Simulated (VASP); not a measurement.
# AlAs (F-43m) in VASP: a series of runs

AlAs is run at these levels: PBE, r2SCAN, PBEsol; tasks: single point, relaxation of cell and atoms.

Program: VASP 6.6.1. These are calculated values, not measurements. Logs are shortened: lines on timing, memory, paths and dates and some standing lists are left out, and cuts for length are marked.

## Step 1: The cell of the first run

Symmetry: F-43m, No. 216, cubic system. Conventional cell: a = 5.728 Å, b = 5.728 Å, c = 5.728 Å, α = 90.00°, β = 90.00°, γ = 90.00°. Within 3.3 Å of Al (site symmetry -43m) lie 4 As at 2.48 Å. As (site symmetry -43m) has 4 Al at 2.48 Å within 3.3 Å.

## Step 2: Single point, PBE

File INCAR:

```
SYSTEM = AlAs
PREC = Accurate
ENCUT = 500
EDIFF = 1E-6
ISMEAR = -1
SIGMA = 0.02
LREAL = .False.
LASPH = .True.
NELM = 120
ALGO = Normal
ISIF = 2
LWAVE = .False.
LCHARG = .False.
GGA = PE
NBANDS = 11
GGA_COMPAT = .False.
```

File KPOINTS:

```
Automatic mesh
0
Gamma
  8 8 8
  0 0 0
```

File POSCAR:

```
AlAs
1.0
    0.0000000000      2.8638066096      2.8638066096
    2.8638066096      0.0000000000      2.8638066096
    2.8638066096      2.8638066096      0.0000000000
Al As
1 1
Direct
    0.0000000000      0.0000000000      0.0000000000
    0.2500000000      0.2500000000      0.2500000000
```

Potentials or basis: VASP PAW PBE potentials, release 64 (Al, As).

Command:

```sh
cat potpaw_PBE.64/Al/POTCAR potpaw_PBE.64/As/POTCAR > POTCAR
mpirun -np 1 vasp_std > vasp.out
```

OUTCAR:

```text
SYSTEM = AlAs
   PREC = Accurate
   ENCUT = 500
   EDIFF = 1E-6
   ISMEAR = -1
   LREAL = .False.
   LASPH = .True.
   NELM = 120
   ISIF = 2
   GGA = PE

 ion  position               nearest neighbor table
   1  0.000  0.000  0.000-   2 2.48   2 2.48   2 2.48   2 2.48
   2  0.250  0.250  0.250-   1 2.48   1 2.48   1 2.48   1 2.48

  LATTYP: Found a face centered cubic cell.
 ALAT       =     5.7276132192

  Lattice vectors:

 A1 = (   0.0000000000,   2.8638066096,   2.8638066096)
 A2 = (   2.8638066096,   0.0000000000,   2.8638066096)
 A3 = (   2.8638066096,   2.8638066096,   0.0000000000)

Analysis of symmetry for initial positions (statically):
=====================================================================
 Subroutine PRICEL returns:
 Original cell was already a primitive cell.

 Routine SETGRP: Setting up the symmetry group for a
 face centered cubic supercell.

 Subroutine GETGRP returns: Found 24 space group operations
 (whereof 24 operations were pure point group operations)
 out of a pool of 48 trial point group operations.

The static configuration has the point symmetry T_d .

Analysis of symmetry for dynamics (positions and initial velocities):
=====================================================================
 Subroutine PRICEL returns:
 Original cell was already a primitive cell.

 Routine SETGRP: Setting up the symmetry group for a
 face centered cubic supercell.

 Subroutine GETGRP returns: Found 24 space group operations
 (whereof 24 operations were pure point group operations)
 out of a pool of 48 trial point group operations.

The dynamic configuration has the point symmetry T_d .

 Subroutine INISYM returns: Found 24 space group operations
 (whereof 24 operations are pure point group operations),
 and found     1 'primitive' translations

----------------------------------------------------------------------------------------

                                     Primitive cell

  volume of cell :      46.9744

  direct lattice vectors                    reciprocal lattice vectors
     0.000000000  2.863806610  2.863806610    -0.174592795  0.174592795  0.174592795
     2.863806610  0.000000000  2.863806610     0.174592795 -0.174592795  0.174592795
     2.863806610  2.863806610  0.000000000     0.174592795  0.174592795 -0.174592795

  length of vectors
     4.050034147  4.050034147  4.050034147     0.302403591  0.302403591  0.302403591

  position of ions in fractional coordinates (direct lattice)
     0.000000000  0.000000000  0.000000000
     0.250000000  0.250000000  0.250000000

  ion indices of the primitive-cell ions
   primitive index   ion index
                 1           1
                 2           2

----------------------------------------------------------------------------------------

 KPOINTS: Automatic mesh

Automatic generation of k-mesh.
 Grid dimensions read from file:
 generate k-points for:    8    8    8

 Generating k-lattice:

  Cartesian coordinates                     Fractional coordinates (reciprocal lattice)
    -0.021824099  0.021824099  0.021824099     0.125000000  0.000000000  0.000000000
     0.021824099 -0.021824099  0.021824099     0.000000000  0.125000000  0.000000000
     0.021824099  0.021824099 -0.021824099     0.000000000  0.000000000  0.125000000

  Length of vectors
     0.037800449  0.037800449  0.037800449

  Shift w.r.t. Gamma in fractional coordinates (k-lattice)
     0.000000000  0.000000000  0.000000000

 Subroutine IBZKPT returns following result:
 ===========================================

 Found     29 irreducible k-points:

 Following reciprocal coordinates:
            Coordinates               Weight
  0.000000  0.000000  0.000000      1.000000
  0.125000  0.000000  0.000000      8.000000
  0.250000  0.000000  0.000000      8.000000
  0.375000  0.000000  0.000000      8.000000
  0.500000  0.000000  0.000000      4.000000
  0.125000  0.125000  0.000000      6.000000
[... 16 lines left out ...]
  0.500000  0.250000  0.125000     48.000000
 -0.375000  0.250000  0.125000     24.000000
 [... further k-points ...]
   k-points           NKPTS =     29   k-points in BZ     NKDIM =     29   number of bands    NBANDS=     11
   number of dos      NEDOS =    301   number of ions     NIONS =      2
   total plane-waves  NPLWV =  27000
   dimension x,y,z NGX =    30 NGY =   30 NGZ =   30
   dimension x,y,z NGXF=    60 NGYF=   60 NGZF=   60
   ions per type =               1   1
   NGX,Y,Z   is equivalent  to a cutoff of  12.31, 12.31, 12.31 a.u.
   NGXF,Y,Z  is equivalent  to a cutoff of  24.63, 24.63, 24.63 a.u.
 SYSTEM =  AlAs
   PREC   = accura    normal or accurate (medium, high low for compatibility)
   ISTART =      0    job   : 0-new  1-cont  2-samecut
   ICHARG =      2    charge: 1-file 2-atom 10-const
   ISPIN  =      1    spin polarized calculation?
   LNONCOLLINEAR =      F non collinear calculations
   LSORBIT =      F    spin-orbit coupling
[... 36 lines left out ...]
  volume of cell :       46.97
 maximum number of plane-waves:      1243
 NGX is ok and might be reduce to    30
   NGX = 15   NGY = 15   NGZ = 15

 number of electron       7.9999999 magnetization

 Free energy of the ion-electron system (eV)
  ---------------------------------------------------
  ext. energy  EPLUGINS =         0.00000000
  ---------------------------------------------------
  free energy    TOTEN  =        -9.38797595 eV

  energy without entropy =       -9.38797595  energy(sigma->0) =       -9.38797595

 E-fermi :   4.0337     XC(G=0):  -8.9052

 val. band max:        3.5950661599   @ k =   0.0000   0.0000   0.0000
 cond. band min:       5.0892589805   @ k =   0.5000   0.5000   0.0000
 fundamental gap:      1.4941928206
 Fermi energy:         4.0336613597

 k-point     1 :       0.0000    0.0000    0.0000
  band No.  band energies     occupation
      1      -8.0764      2.00000
      2       3.5951      2.00000
      3       3.5951      2.00000
      4       3.5951      2.00000
      5       5.3789      0.00000
      6       7.8223      0.00000
      7       7.8223      0.00000
      8       7.8223      0.00000
      9      12.2785      0.00000
     10      12.5376      0.00000
     11      12.5376      0.00000

 k-point     2 :       0.1250    0.0000    0.0000
  band No.  band energies     occupation
      1      -7.9304      2.00000
      2       2.1706      2.00000
      3       3.4395      2.00000
      4       3.4395      2.00000
      5       6.1780      0.00000
      6       8.0953      0.00000
      7       8.0953      0.00000
      8       8.1800      0.00000
      9      11.9555      0.00000
     10      11.9555      0.00000
     11      12.9985      0.00000

 k-point     3 :       0.2500    0.0000    0.0000
  band No.  band energies     occupation
      1      -7.5266      2.00000
      2       0.2706      2.00000
      3       3.1313      2.00000
      4       3.1313      2.00000
      5       6.0634      0.00000
      6       8.4403      0.00000
      7       8.4403      0.00000
      8       9.8429      0.00000
      9      11.8455      0.00000
     10      11.8455      0.00000
     11      12.8864      0.00000

 k-point     4 :       0.3750    0.0000    0.0000
  band No.  band energies     occupation
      1      -7.0089      2.00000
      2      -1.2180      2.00000
      3       2.8843      2.00000
      4       2.8843      2.00000
      5       5.7344      0.00000
      6       8.3537      0.00000
      7       8.3537      0.00000
      8      11.1884      0.00000
      9      13.0887      0.00000
     10      13.0887      0.00000
     11      13.1127      0.00000
[... 239 lines left out ...]
 k-point    22 :       0.3750    0.2500    0.1250
  band No.  band energies     occupation
      1      -7.1897      2.00000
      2      -0.1160      2.00000
      3       1.7150      2.00000
      4       2.6514      2.00000
      5       7.1499      0.00000
      6       7.6977      0.00000
      7       8.8679      0.00000
      8       9.9922      0.00000
      9      11.6335      0.00000
     10      13.8720      0.00000
     11      15.3793      0.00000

 k-point    23 :       0.5000    0.2500    0.1250
  band No.  band energies     occupation
      1      -6.7254      2.00000
      2      -1.0855      2.00000
      3       1.1437      2.00000
      4       2.2865      2.00000
      5       7.2022      0.00000
      6       7.9811      0.00000
      7       9.2841      0.00000
      8      10.3457      0.00000
      9      12.7653      0.00000
     10      13.9700      0.00000
     11      15.5890      0.00000

 k-point    24 :      -0.3750    0.2500    0.1250
  band No.  band energies     occupation
      1      -6.4882      2.00000
      2      -1.5392      2.00000
      3       0.9928      2.00000
      4       2.1117      2.00000
      5       7.1758      0.00000
      6       7.8061      0.00000
      7      10.1347      0.00000
      8      11.0985      0.00000
      9      11.8146      0.00000
     10      14.4589      0.00000
     11      15.6800      0.00000

 [... further k-points ...]

------------------------ aborting loop because EDIFF is reached ----------------------------------------

  FORCE on cell =-STRESS in cart. coord.  units (eV):
  Direction    XX          YY          ZZ          XY          YZ          ZX
  --------------------------------------------------------------------------------------
  -------------------------------------------------------------------------------------
  Total        0.0544526      0.0544526      0.0544526      0.0000000      0.0000000      0.0000000
  in kB        1.8572402      1.8572402      1.8572402      0.0000000      0.0000000      0.0000000
  external PRESSURE =       1.8572402 kB  Pullay stress =       0.0000000 kB

 VOLUME and BASIS-vectors are now :
 -----------------------------------------------------------------------------
  energy-cutoff  :      500.00
  volume of cell :       46.97
      direct lattice vectors                 reciprocal lattice vectors
     0.000000000  2.863806610  2.863806610    -0.174592795  0.174592795  0.174592795
     2.863806610  0.000000000  2.863806610     0.174592795 -0.174592795  0.174592795
     2.863806610  2.863806610  0.000000000     0.174592795  0.174592795 -0.174592795

 POSITION                                       TOTAL-FORCE (eV/Angst)
 -----------------------------------------------------------------------------------
      0.00000      0.00000      0.00000        -0.000000     -0.000000     -0.000000
      1.43190      1.43190      1.43190         0.000000      0.000000      0.000000
 -----------------------------------------------------------------------------------
    total drift:                               -0.000000     -0.000000     -0.000000

  FREE ENERGIE OF THE ION-ELECTRON SYSTEM (eV)
  ---------------------------------------------------
  free  energy   TOTEN  =        -9.3879759503 eV

  energy  without entropy=       -9.3879759503  energy(sigma->0) =       -9.38797595
```

Run time: 9 s. Hardware: 1 thread of Intel Xeon Platinum 8559C (Emerald Rapids), shared host; peak memory 0.16 GiB.

Results:

| Item | Value |
| --- | --- |
| Free energy | -9.3880 eV |
| Pressure | 0.2 GPa |
| Band gap on the k mesh | 1.49 eV (least direct gap 1.78 eV) |

A k mesh can miss the band edges.

## Step 3: Single point, r2SCAN

This run uses another cell than the first one, of 22.88 Å³/atom.

File POSCAR:

```
AlAs
1.0
    0.0000000000      2.8389251756      2.8389251756
    2.8389251756      0.0000000000      2.8389251756
    2.8389251756      2.8389251756      0.0000000000
Al As
1 1
Direct
    0.0000000000      0.0000000000      0.0000000000
    0.2500000000      0.2500000000      0.2500000000
```

File INCAR.step1:

```
SYSTEM = AlAs
ALGO = Normal ; EDIFF = 1E-5
ENCUT = 550 ; GGA = PE
GGA_COMPAT = .False. ; ISMEAR = -1
LASPH = .True. ; LCHARG = .False.
LREAL = .False. ; LWAVE = .True.
NBANDS = 11 ; NELM = 120
PREC = Accurate ; SIGMA = 0.02
```

File INCAR.step2:

```
SYSTEM = AlAs
ALGO = Normal ; EDIFF = 1E-6
ENCUT = 550 ; GGA_COMPAT = .False.
ISIF = 2 ; ISMEAR = -1
ISTART = 1 ; LASPH = .True.
LCHARG = .True. ; LELF = .True.
LMIXTAU = .True. ; LREAL = .False.
LVHAR = .True. ; LWAVE = .False.
METAGGA = R2SCAN ; NBANDS = 11
NELM = 120 ; PREC = Accurate
SIGMA = 0.02
```

File KPOINTS:

```
k-points
0
Gamma
  8 8 8
  0 0 0
```

Potentials or basis: VASP PAW PBE potentials, release 64 (Al, As).

Command:

```sh
cat potpaw_PBE.64/Al/POTCAR potpaw_PBE.64/As/POTCAR > POTCAR
cp INCAR.step1 INCAR
mpirun -np 1 vasp_std > vasp.out
cp INCAR.step2 INCAR
mpirun -np 1 vasp_std > vasp.out
```

It took 34 s on 1 thread of Intel Xeon Platinum 8559C (Emerald Rapids), shared host; peak memory 0.19 GiB.

The run converged. Its results:

* Free energy: -22.6954 eV
* Pressure: 0.0 GPa
* Band gap on the k mesh: 1.81 eV (least direct gap 2.63 eV)

Levels at points of the mesh, in eV from the valence-band top:
| k point | band 2 | band 3 | band 4 | band 5 | band 6 | band 7 |
| --- | --- | --- | --- | --- | --- | --- |
| (0.00, 0.00, 0.00) | 0.00 | 0.00 | 0.00 | 2.63 | 4.69 | 4.69 |
| (0.50, 0.00, 0.00) | -5.66 | -0.84 | -0.84 | 2.61 | 5.10 | 5.10 |
| (0.50, 0.50, 0.00) | -5.51 | -2.22 | -2.22 | 1.81 | 2.68 | 11.11 |

Caveat: the PAW data sets were made with another functional, which shifts forces and pressure a little. r2SCAN opens gaps a little over a GGA but as a rule still falls short of measured ones.

## Step 4: Relaxation of cell and atoms, PBE

This run uses another cell than the first one, of 22.67 Å³/atom.

File INCAR:

```
SYSTEM = AlAs
PREC = Accurate
ENCUT = 500
EDIFF = 1E-7
ISMEAR = -1
SIGMA = 0.02
LREAL = .FALSE.
LASPH = .TRUE.
NELM = 120
ALGO = Normal
ISIF = 3
LWAVE = .FALSE.
LCHARG = .FALSE.
GGA = PE
IBRION = 2
NSW = 80
EDIFFG = -0.005
GGA_COMPAT = .FALSE.
NELMIN = 4
```

File KPOINTS:

```
regular mesh
0
G
  8 8 8
  0 0 0
```

File POSCAR:

```
AlAs
1.0
    0.0000000000      2.8304000000      2.8304000000
    2.8304000000      0.0000000000      2.8304000000
    2.8304000000      2.8304000000      0.0000000000
Al As
1 1
Direct
    0.0000000000      0.0000000000      0.0000000000
    0.2500000000      0.2500000000      0.2500000000
```

Command:

```sh
cat potpaw_PBE.64/Al/POTCAR potpaw_PBE.64/As/POTCAR > POTCAR
mpirun -np 1 vasp_std > vasp.out
```

Run time: 17 s. Hardware: 1 thread of Intel Xeon Platinum 8559C (Emerald Rapids), shared host; peak memory 0.17 GiB.

Results (log left out):

```
Free energy                           : -9.3880 eV
Relaxed volume                        : 23.55 Å³/atom
Relaxed cell                          : a = 4.054 Å, b = 4.054 Å, c = 4.054 Å, α = 60.00°, β = 60.00°, γ = 60.00°
Space group after relaxing (to 0.1 Å) : F-43m (No. 216)
Energy gained by relaxing             : 7.3 meV/atom
Ionic steps                           : 3
Pressure after relaxing               : 0.0 GPa
Band gap on the k mesh                : 1.50 eV (least direct gap 1.76 eV)
```

Step by step:
| step | energy change (eV) | largest force (eV/Å) | pressure (GPa) | volume (Å³) |
| --- | --- | --- | --- | --- |
| 1 | 0.0000 | 0.0000 | 2.77 | 45.35 |
| 2 | -0.0113 | 0.0000 | -1.18 | 47.97 |
| 3 | -0.0146 | 0.0000 | 0.01 | 47.10 |

Final structure:
```yaml
crystal:
  lattice:
    - [0.00000, 2.86629, 2.86629]
    - [2.86629, 0.00000, 2.86629]
    - [2.86629, 2.86629, 0.00000]
  atoms:
    - { symbol: Al, position: [0.00000, 0.00000, 0.00000] }
    - { symbol: As, position: [0.25000, 0.25000, 0.25000] }
```

Levels at points of the mesh, in eV from the valence-band top:
```csv
k point,band 1,band 2,band 3,band 4,band 5,band 6,band 7,band 8
"(0.00, 0.00, 0.00)",-11.66,0.00,0.00,0.00,1.76,4.22,4.22,4.22
"(0.50, 0.00, 0.00)",-10.32,-5.41,-0.80,-0.80,2.00,4.65,4.65,7.68
"(0.50, 0.50, 0.00)",-9.81,-5.30,-2.09,-2.09,1.50,2.29,10.04,10.04
```

## Step 5: Relaxation of cell and atoms, PBEsol

File INCAR:

```
ALGO = Normal
EDIFF = 1E-7
EDIFFG = -0.005
ENCUT = 500
GGA = PS
GGA_COMPAT = F
IBRION = 2
ISIF = 3
ISMEAR = -1
LASPH = T
LCHARG = F
LREAL = F
LWAVE = F
NELM = 120
NELMIN = 4
NSW = 80
PREC = Accurate
SIGMA = 0.02
```

File KPOINTS:

```
k-points
0
Gamma
  8 8 8
```

File POSCAR:

```
AlAs
1.0
    0.0000000000      2.8638066096      2.8638066096
    2.8638066096      0.0000000000      2.8638066096
    2.8638066096      2.8638066096      0.0000000000
Al As
1 1
Direct
    0.0000000000      0.0000000000      0.0000000000
    0.2500000000      0.2500000000      0.2500000000
```

Command:

```sh
cat potpaw_PBE.64/Al/POTCAR potpaw_PBE.64/As/POTCAR > POTCAR
mpirun -np 1 vasp_std > vasp.out
```

It took 16 s on 1 thread of Intel Xeon Platinum 8559C (Emerald Rapids), shared host; peak memory 0.17 GiB.

The run converged. Its results:

- Free energy: -10.0649 eV
- Relaxed volume: 22.93 Å³/atom
- Relaxed cell: a = 4.018 Å, b = 4.018 Å, c = 4.018 Å, α = 60.00°, β = 60.00°, γ = 60.00°
- Space group after relaxing (to 0.1 Å): F-43m (No. 216)
- Energy gained by relaxing: 3.0 meV/atom
- Ionic steps: 3
- Pressure after relaxing: 0.0 GPa
- Band gap on the k mesh: 1.34 eV (least direct gap 1.89 eV)

The path:
| step | energy change (eV) | largest force (eV/Å) | pressure (GPa) | volume (Å³) |
| --- | --- | --- | --- | --- |
| 1 | 0.0000 | 0.0000 | -1.66 | 46.97 |
| 2 | -0.0046 | 0.0000 | 0.83 | 45.34 |
| 3 | -0.0059 | 0.0000 | 0.00 | 45.85 |

Final structure:
```cif
data_structure
_symmetry_space_group_name_H-M 'P 1'
_symmetry_Int_Tables_number 1
_cell_length_a 4.0176
_cell_length_b 4.0176
_cell_length_c 4.0176
_cell_angle_alpha 60.000
_cell_angle_beta 60.000
_cell_angle_gamma 60.000
_cell_volume 45.85
loop_
_atom_site_label
_atom_site_type_symbol
_atom_site_fract_x
_atom_site_fract_y
_atom_site_fract_z
_atom_site_occupancy
Al1 Al 0.00000 0.00000 0.00000 1
As1 As 0.25000 0.25000 0.25000 1
```

Levels at points of the mesh, in eV from the valence-band top:
| k point | band 2 | band 3 | band 4 | band 5 | band 6 | band 7 |
| --- | --- | --- | --- | --- | --- | --- |
| (0.00, 0.00, 0.00) | 0.00 | 0.00 | 0.00 | 1.89 | 4.24 | 4.24 |
| (0.50, 0.00, 0.00) | -5.55 | -0.82 | -0.82 | 2.04 | 4.62 | 4.62 |
| (0.50, 0.50, 0.00) | -5.40 | -2.16 | -2.16 | 1.34 | 2.22 | 10.20 |

Caveat: the PAW data sets were made with another functional, which shifts forces and pressure a little. PBEsol gaps usually lie below the measured ones, often by a third to a half.

## Step 6: The runs side by side

```csv
task,level,cell,cutoff (eV),gap on the mesh (eV),pressure (GPa),relaxed volume (Å³/atom)
single point,PBE,"a = 4.050 Å, angles 60.0°, 2 atoms",500,1.49,0.2,-
single point,r2SCAN,"a = 4.015 Å, angles 60.0°, 2 atoms",550,1.81,0.0,-
relaxation of cell and atoms,PBE,"relaxed from a = 4.003 Å, angles 60.0°, 2 atoms",500,1.50,0.0,23.55
relaxation of cell and atoms,PBEsol,"relaxed from a = 4.050 Å, angles 60.0°, 2 atoms",500,1.34,0.0,22.93
```

Alike in all rows: potentials or basis VASP PAW PBE potentials, release 64 (Al, As); no spin polarisation; k mesh 8 × 8 × 8; smearing fermi-dirac 0.02 eV.

Caveats: the PAW data sets were made with another functional, which shifts forces and pressure a little (at least some runs).

Absolute energies hang on the potentials; compare differences alone.
